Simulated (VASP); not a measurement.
Write the native input for VASP 6.6.1 that does the following.

| Quantity | Value |
| --- | --- |
| Task | single point |
| Functional | PBE |
| Potentials or basis | VASP PAW PBE potentials, release 64 (K_sv, H) |
| Cutoff | 520 eV |
| k mesh | 6 × 6 × 6 |
| Occupations | gaussian, width 0.1 eV |
| Spin | no spin polarisation |
| Dipole correction | no |
| Further INCAR settings | ALGO = Fast; EDIFF = 1e-07; NBANDS = 38 |

The structure of K3H lies in POSCAR:

```
K3H
1.0
   11.2426676517      0.0000000000      0.0000000000
   -5.6213338259      9.7364357926      0.0000000000
    0.0000000000      0.0000000000      3.8972476216
K H
6 2
Direct
    0.7791860045      0.5583720089      0.2500000000
    0.2208139955      0.7791860045      0.7500000000
    0.4416279911      0.2208139955      0.2500000000
    0.2208139955      0.4416279911      0.7500000000
    0.7791860045      0.2208139955      0.2500000000
    0.5583720089      0.7791860045      0.7500000000
    0.3333333333      0.6666666667      0.2500000000
    0.6666666667      0.3333333333      0.7500000000
```

The input as run:

INCAR

```
  PREC = Accurate
  ENCUT = 520
  EDIFF = 1E-7
  ISMEAR = 0
  SIGMA = 0.1
  LREAL = False
  LASPH = True
  NELM = 80
  ALGO = Fast
  ISIF = 2
  LWAVE = False
  LCHARG = False
  GGA = PE
  NBANDS = 38
```

KPOINTS

```
Automatic mesh
0
Gamma
  6 6 6
```

Potentials or basis: VASP PAW PBE potentials, release 64 (K_sv, H).

The run is started by

```console
$ cat potpaw_PBE.64/K_sv/POTCAR potpaw_PBE.64/H/POTCAR > POTCAR
$ mpirun -np 1 vasp_std > vasp.out
```

Results of the run:

```
Pressure               : 0.0 GPa
Band gap on the k mesh : zero (bands 28 and 29 overlap by 1.48 eV)
```

It took 35 min on 1 thread of Oxide Virtual Turin-like Processor (shared host), peak memory 0.65 GiB.
